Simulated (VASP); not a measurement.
Runs of VASP 6.6.1 on Ca. The structure is that of space group Fm-3m (No. 225), or close to it. The cells are those of the table. 

```tsv
level	potentials or basis	cell	smearing	gap on the mesh (eV)	pressure (GPa)
LDA	VASP PAW LDA potentials, release 64 (Ca_sv)	a = 3.898 Å, angles 60.0°, 1 atom	methfessel-paxton 0.2 eV	none	-1.6
PBE	VASP PAW PBE potentials, release 64 (Ca_sv)	a = 4.140 Å, angles 60.0°, 1 atom	methfessel-paxton 0.2 eV	none	(a)
r2SCAN+D3(BJ)	VASP PAW PBE potentials, release 64 (Ca_sv)	a = 3.972, b = 3.893, c = 3.931 Å, angles 61.2, 60.6, 60.2°, 1 atom	gaussian 0.1 eV	none	-0.5
PBEsol	VASP PAW PBE potentials, release 64 (Ca_sv)	a = 3.952 Å, angles 60.0°, 1 atom	gaussian 0.1 eV	none	-1.2
BLYP	VASP PAW PBE potentials, release 64 (Ca_sv)	a = 4.048, b = 3.915, c = 3.973 Å, angles 59.6, 59.1, 58.7°, 1 atom	methfessel-paxton 0.2 eV	none	(b)
```

Alike in all rows: task single point; no spin polarisation; k mesh 8 × 8 × 8; cutoff (eV) 520.

Task: Fill in the values left out.

Result: (a) -2.2; (b) -0.4.

Caveats: the PAW data sets were made with another functional, which shifts forces and pressure a little (at least some runs).

A gap of «none» marks levels without a gap at the run's occupations.
